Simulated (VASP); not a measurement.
## KMgH3: vibrations by perturbation theory with LDA

The system is KMgH3.

```xyz
5
Lattice="4.0250 0.0000 0.0000 0.0000 4.0250 0.0000 0.0000 0.0000 4.0250" Properties=species:S:1:pos:R:3 pbc="T T T"
K     0.0000    0.0000    0.0000
Mg    2.0125    2.0125    2.0125
H     0.0000    2.0125    2.0125
H     2.0125    0.0000    2.0125
H     2.0125    2.0125    0.0000
```

| Item | Value |
| --- | --- |
| Program | VASP 6.6.1 |
| Task | vibrations by perturbation theory |
| Functional | LDA |
| Potentials or basis | VASP PAW LDA potentials, release 64 (K_sv, Mg, H) |
| Cutoff | 520 eV |
| k mesh | 4 × 4 × 4 |
| Occupations | fermi-dirac, width 0.05 eV |
| Spin | no spin polarisation |
| Dipole correction | no |
| Further INCAR settings | ALGO = Normal; EDIFF = 1e-08; IBRION = 8; NSW = 1 |

The highest phonon frequency at Γ is 1133 cm⁻¹.

Phonon frequencies in cm⁻¹ (negative: imaginary):
```
              q point                                               frequencies
(0.000, 0.000, 0.000)  0 0 0 175 175 175 554 554 554 614 614 614 1133 1133 1133
```

It took 2.5 min on 1 thread of AMD EPYC 7R13, with other jobs on the host, peak memory 0.19 GiB.

Caveat: the k points lie up to 0.39 Å⁻¹ apart; the cell stands under pressure or tension, which shifts response properties.
